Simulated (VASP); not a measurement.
Runs of VASP 6.6.1 on GePt2. The structure is that of space group P-62m (No. 189), or close to it. The cells are those of the table. 

```tsv
cell	gap on the mesh (eV)	pressure (GPa)	largest force (eV/Å)
a = 6.507, b = 6.507, c = 3.459 Å, angles 90.0, 90.0, 120.0°, 9 atoms	none	22.7	0.65
a = 7.268, b = 7.268, c = 3.459 Å, angles 90.0, 90.0, 120.0°, 9 atoms	none	-23.0	0.42
a = 7.521, b = 7.521, c = 3.459 Å, angles 90.0, 90.0, 120.0°, 9 atoms	none	(a)	0.38
a = 7.014, b = 7.014, c = 3.459 Å, angles 90.0, 90.0, 120.0°, 9 atoms	none	-14.3	0.32
```

Alike in all rows: task single point; level PBEsol; potentials or basis VASP PAW PBE potentials, release 64 (Ge_d, Pt); no spin polarisation; k mesh 6 × 6 × 12; cutoff (eV) 520; smearing gaussian 0.15 eV.

Q: Estimate the missing entries.

A: (a) -27.7.

Caveats: the PAW data sets were made with another functional, which shifts forces and pressure a little; spin-orbit coupling is left out, which moves the levels of the heavy elements; the stress differs along the axes, from 17 to 25 GPa (at least some runs); the stress differs along the axes, from -25 to -18 GPa (at least some runs); the stress differs along the axes, from -30 to -23 GPa (at least some runs); the cell stands under tension (at least some runs).

A k mesh can miss the band edges, and the runs leave out spin-orbit coupling on Ge, Pt.

A gap of «none» marks levels without a gap at the run's occupations.
